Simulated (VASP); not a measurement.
Zr: single point with r2SCAN

Crystal: Zr.

```
CELL_PARAMETERS angstrom
3.24458 0.00000 0.00000
-1.62229 2.80989 0.00000
0.00000 0.00000 5.15736
ATOMIC_POSITIONS crystal
Zr 0.33333 0.66667 0.25000
Zr 0.66667 0.33333 0.75000
```

```yaml
Program: VASP 6.6.1
Task: single point
Functional: r2SCAN
Potentials_or_basis: VASP PAW PBE potentials, release 64 (Zr_sv)
Cutoff: 520 eV
k_mesh: 11 × 11 × 6
Occupations: methfessel-paxton, width 0.1 eV
Spin: no spin polarisation
```

- Pressure: -0.2 GPa
- Band gap on the k mesh: zero (bands 12 and 13 overlap by 1.14 eV)

Stress tensor (GPa, compression positive):
```
-0.10  0.00  0.00
 0.00 -0.10  0.00
 0.00  0.00 -0.33
```

Levels at points of the mesh, in eV from the Fermi level:
```
           k point  band 9  band 10  band 11  band 12  band 13  band 14  band 15  band 16
(0.00, 0.00, 0.00)   -6.01    -3.19     0.96     0.96     0.99     1.14     1.70     1.70
(0.00, 0.00, 0.50)   -4.22    -4.22     0.02     0.02     0.87     0.87     0.87     0.87
```

Run time: 3.5 min on 1 thread of Intel Xeon 8259CL, with other jobs on the host, peak memory 0.2 GiB.

Caveat: the PAW data sets were made with another functional, which shifts forces and pressure a little.
